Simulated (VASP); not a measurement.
# CsBr (Pm-3m) in VASP: notebook, part 2 of 2

VASP 6.6.1. Earlier steps stand in the parts before.

**3. Vibrations by perturbation theory, PBEsol (38.69 Å³/atom)**

This run uses another cell than the first one, of 38.69 Å³/atom.

Contents of INCAR:

```
PREC = Accurate ; ENCUT = 500
EDIFF = 1E-8 ; ISMEAR = 0
SIGMA = 0.01 ; LREAL = F
LASPH = T ; NELM = 120
ALGO = Normal ; ISIF = 2
LWAVE = F ; LCHARG = T
GGA = PS ; IBRION = 8
NSW = 1 ; GGA_COMPAT = F
```

Contents of KPOINTS:

```
regular mesh
0
Gamma
  6 6 6
```

Contents of POSCAR:

```
CsBr
1.0
    4.2612680221      0.0000000000      0.0000000000
    0.0000000000      4.2612680221      0.0000000000
    0.0000000000      0.0000000000      4.2612680221
Cs Br
1 1
Direct
    0.0000000000      0.0000000000      0.0000000000
    0.5000000000      0.5000000000      0.5000000000
```

Potentials or basis: VASP PAW PBE potentials, release 64 (Cs_sv, Br).

Command:

```bash
> cat potpaw_PBE.64/Cs_sv/POTCAR potpaw_PBE.64/Br/POTCAR > POTCAR
> mpirun -np 1 vasp_std > vasp.out
```

OUTCAR:

```text
PREC = Accurate
   ENCUT = 500
   EDIFF = 1E-8
   ISMEAR = 0
   LREAL = F
   LASPH = T
   NELM = 120
   ISIF = 2
   GGA = PS
   IBRION = 8
   NSW = 1

 ion  position               nearest neighbor table
   1  0.000  0.000  0.000-
   2  0.500  0.500  0.500-

  LATTYP: Found a simple cubic cell.
 ALAT       =     4.2612680221

  Lattice vectors:

 A1 = (   4.2612680221,   0.0000000000,   0.0000000000)
 A2 = (   0.0000000000,   4.2612680221,   0.0000000000)
 A3 = (   0.0000000000,   0.0000000000,   4.2612680221)

Analysis of symmetry for initial positions (statically):
=====================================================================
 Subroutine PRICEL returns:
 Original cell was already a primitive cell.

 Routine SETGRP: Setting up the symmetry group for a
 simple cubic supercell.

 Subroutine GETGRP returns: Found 48 space group operations
 (whereof 48 operations were pure point group operations)
 out of a pool of 48 trial point group operations.

The static configuration has the point symmetry O_h .

Analysis of symmetry for dynamics (positions and initial velocities):
=====================================================================
 Subroutine PRICEL returns:
 Original cell was already a primitive cell.

 Routine SETGRP: Setting up the symmetry group for a
 simple cubic supercell.

 Subroutine GETGRP returns: Found 48 space group operations
 (whereof 48 operations were pure point group operations)
 out of a pool of 48 trial point group operations.

The dynamic configuration has the point symmetry O_h .

 Subroutine INISYM returns: Found 48 space group operations
 (whereof 48 operations are pure point group operations),
 and found     1 'primitive' translations

----------------------------------------------------------------------------------------

                                     Primitive cell

  volume of cell :      77.3778

  direct lattice vectors                    reciprocal lattice vectors
     4.261268022  0.000000000  0.000000000     0.234671932  0.000000000  0.000000000
     0.000000000  4.261268022  0.000000000     0.000000000  0.234671932  0.000000000
     0.000000000  0.000000000  4.261268022     0.000000000  0.000000000  0.234671932

  length of vectors
     4.261268022  4.261268022  4.261268022     0.234671932  0.234671932  0.234671932

  position of ions in fractional coordinates (direct lattice)
     0.000000000  0.000000000  0.000000000
     0.500000000  0.500000000  0.500000000

  ion indices of the primitive-cell ions
   primitive index   ion index
                 1           1
                 2           2

[... 128 lines left out ...]
      3      -6.6207      2.00000
      4      -6.6207      2.00000
      5      -6.6207      2.00000
      6      -0.3203      2.00000
      7      -0.3203      2.00000
      8      -0.3203      2.00000
      9       4.0679      0.00000
     10       4.4545      0.00000
     11       4.4545      0.00000
     12       8.8348      0.00000
[... 273 lines left out ...]
      1     -19.8959      2.00000
      2     -12.5397      2.00000
      3      -7.0527      2.00000
      4      -7.0527      2.00000
      5      -7.0527      2.00000
      6      -1.5810      2.00000
      7      -1.5810      2.00000
      8      -1.5810      2.00000
      9       8.0236      0.00000
     10       8.0236      0.00000
     11       8.0236      0.00000
     12       8.8000      0.00000

------------------------ aborting loop because EDIFF is reached ----------------------------------------

  FORCE on cell =-STRESS in cart. coord.  units (eV):
  Direction    XX          YY          ZZ          XY          YZ          ZX
  --------------------------------------------------------------------------------------
  -------------------------------------------------------------------------------------
  Total       -0.0718250     -0.0718250     -0.0718250     -0.0000000      0.0000000     -0.0000000
  in kB       -1.4872016     -1.4872016     -1.4872016     -0.0000000      0.0000000     -0.0000000
  external PRESSURE =      -1.4872016 kB  Pullay stress =       0.0000000 kB

 VOLUME and BASIS-vectors are now :
 -----------------------------------------------------------------------------
  energy-cutoff  :      500.00
  volume of cell :       77.38
      direct lattice vectors                 reciprocal lattice vectors
     4.261268022  0.000000000  0.000000000     0.234671932  0.000000000  0.000000000
     0.000000000  4.261268022  0.000000000     0.000000000  0.234671932  0.000000000
     0.000000000  0.000000000  4.261268022     0.000000000  0.000000000  0.234671932

 POSITION                                       TOTAL-FORCE (eV/Angst)
 -----------------------------------------------------------------------------------
      0.00000      0.00000      0.00000         0.000000      0.000000      0.000000
      2.13063      2.13063      2.13063         0.000000      0.000000      0.000000
 -----------------------------------------------------------------------------------
    total drift:                                0.000000      0.000000     -0.000000

  FREE ENERGIE OF THE ION-ELECTRON SYSTEM (eV)
  ---------------------------------------------------
  free  energy   TOTEN  =        -6.3469686988 eV

  energy  without entropy=       -6.3469686988  energy(sigma->0) =       -6.34696870

[... ionic steps 2 to 3 ...]

--------------------------------------- Ionic step        4  -------------------------------------------

------------------------ aborting loop because EDIFF is reached ----------------------------------------

[... ionic steps 5 to 6 ...]

--------------------------------------- Ionic step        7  -------------------------------------------

 Free energy of the ion-electron system (eV)
  ---------------------------------------------------
  ---------------------------------------------------
  free energy    TOTEN  =        -0.14547489 eV

  energy without entropy =       -0.14547489

------------------------ aborting loop because EDIFF is reached ----------------------------------------

 INTERNAL STRAIN TENSOR  FOR ION    2  DIRECTION 1   (eV/Angst):
 -----------------------------------------------------------------------------
     0.01406  0.00000 -0.00000
    -0.00000  0.00212 -0.00000
     0.00000 -0.00000  0.00212

 INTERNAL STRAIN TENSOR FOR ION    2 for displacements in x,y,z  (eV/Angst):
          X           Y           Z          XY          YZ          ZX
  --------------------------------------------------------------------------------
  x     0.00000     0.00000     0.00000     0.00000     0.00000     0.00000
  y     0.00000     0.00000     0.00000     0.00000     0.00000     0.00000
  z     0.00000     0.00000     0.00000     0.00000     0.00000     0.00000

 SECOND DERIVATIVES (NOT SYMMETRIZED)
 ------------------------------------
               1X          1Y          1Z          2X          2Y          2Z
  1X    -0.826156   -0.000000    0.000000    0.826156    0.000000    0.000000
  1Y     0.000000   -0.826156    0.000000    0.000000    0.826156   -0.000000
  1Z    -0.000000   -0.000000   -0.826156    0.000000    0.000000    0.826156
  2X     0.812203    0.000000   -0.000000   -0.812203   -0.000000    0.000000
  2Y     0.000000    0.812203   -0.000000   -0.000000   -0.812203    0.000000
  2Z     0.000000   -0.000000    0.812203   -0.000000    0.000000   -0.812203

 Eigenvectors and eigenvalues of the dynamical matrix
 ----------------------------------------------------

   1 f  =    2.000903 THz    12.572047 2PiTHz   66.742952 cm-1     8.275068 meV
             X         Y         Z           dx          dy          dz
      0.000000  0.000000  0.000000     0.616026    0.000000   -0.000000
      2.130634  2.130634  2.130634    -0.787726   -0.000000    0.000000
[... 21 lines left out ...]
   6 f/i=    0.008269 THz     0.051958 2PiTHz    0.275839 cm-1     0.034200 meV
             X         Y         Z           dx          dy          dz
      0.000000  0.000000  0.000000     0.787726    0.000000   -0.000000
      2.130634  2.130634  2.130634     0.616026   -0.000000    0.000000

--------------------------------------------------------------------------------------------------------

 ELASTIC MODULI CONTR FROM IONIC RELAXATION (kBar)
 Direction    XX          YY          ZZ          XY          YZ          ZX
 --------------------------------------------------------------------------------
 XX           0.0000      0.0000      0.0000      0.0000      0.0000      0.0000
 YY           0.0000      0.0000      0.0000      0.0000      0.0000      0.0000
 ZZ           0.0000      0.0000      0.0000      0.0000      0.0000      0.0000
 XY           0.0000      0.0000      0.0000      0.0000      0.0000      0.0000
 YZ           0.0000      0.0000      0.0000      0.0000      0.0000      0.0000
 ZX           0.0000      0.0000      0.0000      0.0000      0.0000      0.0000
 --------------------------------------------------------------------------------
```

OSZICAR:

```text
N       E                     dE             d eps       ncg     rms          rms(c)
DAV:   1     0.934091500362E+02    0.93409E+02   -0.66010E+03   480   0.110E+03
DAV:   2    -0.185783045777E+00   -0.93595E+02   -0.87373E+02   736   0.176E+02
DAV:   3    -0.653196936088E+01   -0.63462E+01   -0.63316E+01   608   0.545E+01
DAV:   4    -0.658895976087E+01   -0.56990E-01   -0.56976E-01   536   0.608E+00
[... 42 lines left out ...]
RMM:   9    -0.145475015868E+00   -0.23493E-06   -0.36337E-08  1663   0.225E-04    0.291E-05
RMM:  10    -0.145474849869E+00    0.16600E-06   -0.17010E-07  1774   0.103E-04    0.792E-06
RMM:  11    -0.145474894317E+00   -0.44449E-07    0.14916E-07  1786   0.786E-05    0.196E-06
RMM:  12    -0.145474893727E+00    0.59077E-09    0.16255E-07  1526   0.734E-05    0.819E-07
RMM:  13    -0.145474893902E+00   -0.17516E-09    0.12965E-07  1100   0.714E-05    0.898E-08
 Linear response finished
```

It took 2.5 min on 1 thread of Intel Xeon 8259CL, shared host; peak memory 0.27 GiB.

Results:

| Item | Value |
| --- | --- |
| Highest phonon frequency at Γ, LO-TO splitting left out | 67 cm⁻¹ |

Phonon frequencies in cm⁻¹ (negative: imaginary):
```
              q point     frequencies
(0.000, 0.000, 0.000)  0 0 0 67 67 67
```

Caveat: the PAW data sets were made with another functional, which shifts forces and pressure a little; spin-orbit coupling is left out, which moves the levels of the heavy elements.
